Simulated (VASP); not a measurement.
LiH: single point with PBE

The system is LiH.

```
Li H
1.0
     0.00000    2.11380    2.03250
     2.03250    0.00000    2.03250
     2.03250    2.11380    0.00000
Li H
1 1
Direct
  0.00000 0.00000 0.00000
  0.50000 0.50000 0.50000
```

This cell differs from its parent crystal: strain +0.0400 x Voigt [0, 1, 0, 0, 0, 0].

```yaml
Program: VASP 6.6.1
Task: single point
Functional: PBE
Potentials_or_basis: VASP PAW PBE potentials, release 64 (Li_sv, H)
Cutoff: 750 eV
k_mesh: 10 × 10 × 10
Occupations: gaussian, width 0.05 eV
Spin: no spin polarisation
Dipole_correction: no
Further_INCAR_settings: ALGO = Normal; EDIFF = 1e-06; NBANDS = 9
```

- Pressure: -2.7 GPa
- Band gap on the k mesh: 2.62 eV, indirect (least direct gap 2.92 eV)

Stress tensor (GPa, compression positive):
```
-2.04  0.00  0.00
 0.00 -3.97  0.00
 0.00  0.00 -2.04
```

Levels at points of the mesh, in eV from the valence-band top:
```csv
k point,band 1,band 2,band 3,band 4,band 5,band 6,band 7
"(0.00, 0.00, 0.00)",-44.46,-5.23,14.93,16.89,16.89,17.20,21.43
"(0.50, 0.00, 0.00)",-44.43,-2.50,4.63,12.79,15.45,16.05,17.76
"(0.50, 0.50, 0.00)",-44.42,0.00,3.11,9.98,10.31,13.22,15.95
"(0.50, 0.00, 0.50)",-44.42,-0.30,2.62,10.73,10.73,13.79,16.25
```

Run time: 44 s on 1 thread of AMD EPYC 7R13, with other jobs on the host, peak memory 0.13 GiB.

Caveat: the cell differs from its parent crystal (strain +0.0400 x Voigt [0, 1, 0, 0, 0, 0]). A k mesh can miss the band edges.
